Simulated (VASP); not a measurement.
# ZnO: single point with PBE

The system is ZnO.

```
Zn O
1.0
     2.97686    0.00000    0.00000
    -1.48843    2.57804    0.00000
     0.00000    0.00000    5.12563
Zn O
2 2
Direct
  0.00000 0.00000 0.00000
  0.00000 0.00000 0.50000
  0.33333 0.66667 0.25000
  0.66667 0.33333 0.75000
```

* Program: VASP 6.6.1
* Task: single point
* Functional: PBE
* Potentials or basis: VASP PAW PBE potentials, release 64 (Zn, O)
* Cutoff: 520 eV
* k mesh: 12 × 12 × 6
* Occupations: gaussian, width 0.01 eV
* Spin: no spin polarisation

| Item | Value |
| --- | --- |
| Pressure | 9.1 GPa |
| Band gap on the k mesh | 0.73 eV, direct |

Stress tensor (GPa, compression positive):
```
8.94 0.00 0.00
0.00 8.94 0.00
0.00 0.00 9.47
```

Levels at points of the mesh, in eV from the valence-band top:
| k point | band 14 | band 15 | band 16 | band 17 | band 18 | band 19 | band 20 | band 21 | band 22 | band 23 |
| --- | --- | --- | --- | --- | --- | --- | --- | --- | --- | --- |
| (0.00, 0.00, 0.00) | -1.64 | -1.24 | -1.24 | 0.00 | 0.00 | 0.73 | 5.63 | 8.67 | 14.04 | 14.04 |
| (0.50, 0.00, 0.00) | -3.99 | -3.44 | -2.56 | -0.76 | -0.05 | 6.07 | 6.48 | 7.04 | 9.98 | 10.78 |
| (0.00, 0.00, 0.50) | -3.75 | -0.53 | -0.53 | -0.53 | -0.53 | 3.82 | 3.82 | 11.04 | 11.04 | 15.10 |
| (0.50, 0.00, 0.50) | -3.93 | -1.41 | -1.41 | -1.18 | -1.18 | 5.15 | 5.15 | 9.79 | 9.79 | 11.62 |

It took 45 s on 1 thread of AMD EPYC 9R45 96-Core Processor (Zen 5), with other jobs on the host, peak memory 0.17 GiB.

Expect the measured gap to be larger: semilocal functionals such as PBE lack the derivative discontinuity.
